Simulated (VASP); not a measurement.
# LiF (P1) in VASP: single point with PBEsol

Aim: the single point of LiF with PBEsol.

Everything below comes from runs of VASP 6.6.1. Logs are shortened: lines on timing, memory, paths and dates and some standing lists are left out, and cuts for length are marked.

**1. The cell of the first run**

The typed cell holds 2 atoms: a = 2.991 Å, b = 2.965 Å, c = 2.964 Å, α = 60.39°, β = 61.00°, γ = 59.93°.

**2. Single point, PBEsol (atoms moved at random and the cell strained at random)**

INCAR reads:

```
PREC = Accurate ; ENCUT = 520
EDIFF = 1E-6 ; ISMEAR = 0
SIGMA = 0.02 ; LREAL = False
LASPH = True ; NELM = 60
ALGO = Normal ; ISIF = 2
LWAVE = False ; LCHARG = True
GGA = PS ; LELF = True
LVHAR = True ; NBANDS = 12
```

KPOINTS reads:

```
regular mesh
0
Gamma
  10 10 10
```

POSCAR reads:

```
LiF
1.0
   -0.0239061800      2.0975205800      2.1317988600
    2.0848726600     -0.0007250400      2.1086177200
    2.1012464800      2.0907132600     -0.0170988600
Li F
1 1
Direct
    0.0095059583      0.0193321748     -0.0124652433
    0.4904940417      0.4806678252      0.5124652433
```

Potentials or basis: VASP PAW PBE potentials, release 64 (Li_sv, F).

Launch:

```bash
$ cat potpaw_PBE.64/Li_sv/POTCAR potpaw_PBE.64/F/POTCAR > POTCAR
$ mpirun -np 1 vasp_std > vasp.out
```

OUTCAR:

```text
PREC = Accurate
   ENCUT = 520
   EDIFF = 1E-6
   ISMEAR = 0
   LREAL = False
   LASPH = True
   NELM = 60
   ISIF = 2
   GGA = PS

 ion  position               nearest neighbor table
   1  0.010  0.019  0.988-   2 2.01   2 2.08   2 2.09   2 2.11   2 2.14   2 2.25
   2  0.490  0.481  0.512-   1 2.01   1 2.08   1 2.09   1 2.11   1 2.14   1 2.25

  LATTYP: Found a triclinic cell.
 ALAT       =     2.9652931092
 B/A-ratio  =     0.9996387285
 C/A-ratio  =     1.0032448922
 COS(alpha) =     0.0050611232
 COS(beta)  =     0.4930203193
 COS(gamma) =     0.4941258233

  Lattice vectors:

 A1 = (  -2.0848726600,   0.0007250400,  -2.1086177200)
 A2 = (  -2.1012464800,  -2.0907132600,   0.0170988600)
 A3 = (  -2.1087788400,   2.0982456200,   0.0231811400)

Analysis of symmetry for initial positions (statically):
=====================================================================
 Subroutine PRICEL returns:
 Original cell was already a primitive cell.

 Routine SETGRP: Setting up the symmetry group for a
 triclinic supercell.

 Subroutine GETGRP returns: Found  1 space group operations
 (whereof  1 operations were pure point group operations)
 out of a pool of  2 trial point group operations.

The static configuration has the point symmetry C_1 .

Analysis of symmetry for dynamics (positions and initial velocities):
=====================================================================
 Subroutine PRICEL returns:
 Original cell was already a primitive cell.

 Routine SETGRP: Setting up the symmetry group for a
 triclinic supercell.

 Subroutine GETGRP returns: Found  1 space group operations
 (whereof  1 operations were pure point group operations)
 out of a pool of  2 trial point group operations.

The dynamic configuration has the point symmetry C_1 .

 Subroutine INISYM returns: Found  1 space group operations
 (whereof  1 operations are pure point group operations),
 and found     1 'primitive' translations

----------------------------------------------------------------------------------------

                                     Primitive cell

  volume of cell :      18.7692

  direct lattice vectors                    reciprocal lattice vectors
    -0.023906180  2.097520580  2.131798860    -0.234879790  0.237963135  0.232316640
     2.084872660 -0.000725040  2.108617720     0.239373470 -0.238637196  0.237484382
     2.101246480  2.090713260 -0.017098860     0.235727566  0.239484972 -0.232990701

  length of vectors
[... 91 lines left out ...]
   TEBEG  =    0.0;   TEEND  =   0.0 temperature during run
   PSTRESS=    0.0 pullay stress
   NELECT =      10.0000    total number of electrons
   NUPDOWN=      -1.0000    fix difference up-down
   EMIN   =  10.00;   EMAX   =-10.00  energy-range for DOS
   EFERMI =   0.00;   METHOD = LEGACY
   ISMEAR =     0;   SIGMA  =   0.02  broadening in eV -4-tet -1-fermi 0-gaus
   EFERMI_NEDOS =   21; number of points for ismear=-14 and -15
   IALGO  =     38    algorithm
   IMIX   =      4    mixing-type and parameters
     AMIX     =   0.40;   BMIX     =  1.00
     AMIX_MAG =   1.60;   BMIX_MAG =  1.00
  volume/ion in A,a.u.               =       9.38        63.33
  Fermi-wavevector in a.u.,A,eV,Ry     =   1.327169  2.507986 23.965009  1.761379
  Thomas-Fermi vector in A             =   2.456502
   LORBIT       =      0    0 simple, 1 ext, 2 COOP (PROOUT), +10 PAW based schemes
   GGA     = PS    functional components
   LHFCALC =     F    Hartree Fock is set to
   AEXX    =    0.0000 exact exchange contribution
   IVDW    =     0    specifies the selected vdW correction
   LEPSILON=     F    determine dielectric tensor
   LRPA    =     F    only Hartree local field effects (RPA)
 non-spin polarized calculation
 Gauss-broadening in eV      SIGMA  =   0.02
  energy-cutoff  :      520.00
  volume of cell :       18.77
 maximum number of plane-waves:       531
 NGX is ok and might be reduce to    24
   NGX = 11   NGY = 11   NGZ = 11

 number of electron      10.0000003 magnetization

 Free energy of the ion-electron system (eV)
  ---------------------------------------------------
  ext. energy  EPLUGINS =         0.00000000
  ---------------------------------------------------
  free energy    TOTEN  =        -9.77346411 eV

  energy without entropy =       -9.77346411  energy(sigma->0) =       -9.77346411

 E-fermi :  -1.7322     XC(G=0):  -9.5171

 val. band max:       -1.8214948195   @ k =   0.0000   0.0000   0.0000
 cond. band min:       5.9258793089   @ k =   0.0000   0.0000   0.0000
 fundamental gap:      7.7473741284
 Fermi energy:        -1.7321913119

 k-point     1 :       0.0000    0.0000    0.0000
  band No.  band energies     occupation
      1     -42.4168      2.00000
      2     -21.3849      2.00000
      3      -1.9200      2.00000
      4      -1.8776      2.00000
      5      -1.8215      2.00000
      6       5.9259      0.00000
      7      19.8690      0.00000
      8      19.9305      0.00000
      9      20.1316      0.00000
     10      20.7036      0.00000
     11      21.4491      0.00000
     12      21.5803      0.00000
[... 331 lines left out ...]
 k-point    24 :      -0.3000    0.2000    0.0000
  band No.  band energies     occupation
      1     -42.3824      2.00000
      2     -21.0407      2.00000
      3      -3.6164      2.00000
      4      -2.7924      2.00000
      5      -2.0456      2.00000
      6       8.9827      0.00000
      7      12.6329      0.00000
      8      15.8946      0.00000
      9      16.4249      0.00000
     10      24.7035      0.00000
     11      25.3053      0.00000
     12      25.3775      0.00000

 [... further k-points ...]

------------------------ aborting loop because EDIFF is reached ----------------------------------------

  FORCE on cell =-STRESS in cart. coord.  units (eV):
  Direction    XX          YY          ZZ          XY          YZ          ZX
  --------------------------------------------------------------------------------------
  -------------------------------------------------------------------------------------
  Total       -0.9655378     -0.9603434     -0.8729897      0.0226510     -0.0182383      0.1112361
  in kB      -82.4203376    -81.9769345    -74.5202408      1.9335379     -1.5568576      9.4953505
  external PRESSURE =     -79.6391710 kB  Pullay stress =       0.0000000 kB

 VOLUME and BASIS-vectors are now :
 -----------------------------------------------------------------------------
  energy-cutoff  :      520.00
  volume of cell :       18.77
      direct lattice vectors                 reciprocal lattice vectors
    -0.023906180  2.097520580  2.131798860    -0.234879790  0.237963135  0.232316640
     2.084872660 -0.000725040  2.108617720     0.239373470 -0.238637196  0.237484382
     2.101246480  2.090713260 -0.017098860     0.235727566  0.239484972 -0.232990701

 POSITION                                       TOTAL-FORCE (eV/Angst)
 -----------------------------------------------------------------------------------
      2.11513      2.08458      0.04414        -0.017856      0.008428     -0.066616
      2.06722      2.09989      2.05042         0.017856     -0.008428      0.066616
 -----------------------------------------------------------------------------------
    total drift:                                0.000044      0.000013     -0.000128

  FREE ENERGIE OF THE ION-ELECTRON SYSTEM (eV)
  ---------------------------------------------------
  free  energy   TOTEN  =        -9.7734641125 eV

  energy  without entropy=       -9.7734641125  energy(sigma->0) =       -9.77346411
```

OSZICAR:

```text
N       E                     dE             d eps       ncg     rms          rms(c)
DAV:   1     0.319842228682E+02    0.31984E+02   -0.52484E+03 12504   0.828E+02
DAV:   2    -0.897723141230E+01   -0.40961E+02   -0.39961E+02 14420   0.183E+02
DAV:   3    -0.102050405113E+02   -0.12278E+01   -0.12247E+01 16272   0.279E+01
DAV:   4    -0.102190229552E+02   -0.13982E-01   -0.13982E-01 13748   0.309E+00
DAV:   5    -0.102192411890E+02   -0.21823E-03   -0.21823E-03 15864   0.282E-01    0.415E+00
DAV:   6    -0.977226537657E+01    0.44698E+00   -0.22769E+00 13688   0.892E+00    0.152E+00
DAV:   7    -0.977006739336E+01    0.21980E-02   -0.16722E-02 15700   0.114E+00    0.884E-01
DAV:   8    -0.977335667333E+01   -0.32893E-02   -0.14898E-02 15776   0.132E+00    0.121E-01
DAV:   9    -0.977338603468E+01   -0.29361E-04   -0.12594E-03 14360   0.308E-01    0.484E-02
DAV:  10    -0.977346430411E+01   -0.78269E-04   -0.16216E-04 14076   0.918E-02    0.899E-03
DAV:  11    -0.977346411247E+01    0.19163E-06   -0.48358E-06 16452   0.222E-02
   1 F= -.97734641E+01 E0= -.97734641E+01  d E =-.248927E-13
```

Run time: 46 s. Hardware: 1 thread of Intel Xeon Platinum 8375C at 2.90GHz (Ice Lake), shared host; peak memory 0.21 GiB.

What came out:

```yaml
Free_energy: -9.7735 eV
Largest_force: 0.069 eV/Å
Band_gap_on_the_k_mesh: 7.75 eV
```

Forces on the atoms (eV/Å):
```
Li  -0.018  0.008 -0.067
F    0.018 -0.008  0.067
```

Caveat: the cell differs from its parent crystal (atoms moved at random and the cell strained at random); the cutoff is under 1.25 times the usual one of these potentials, so pressure, stress and relaxed cells hold a basis-set (Pulay) error; the PAW data sets were made with another functional, which shifts forces and pressure a little.
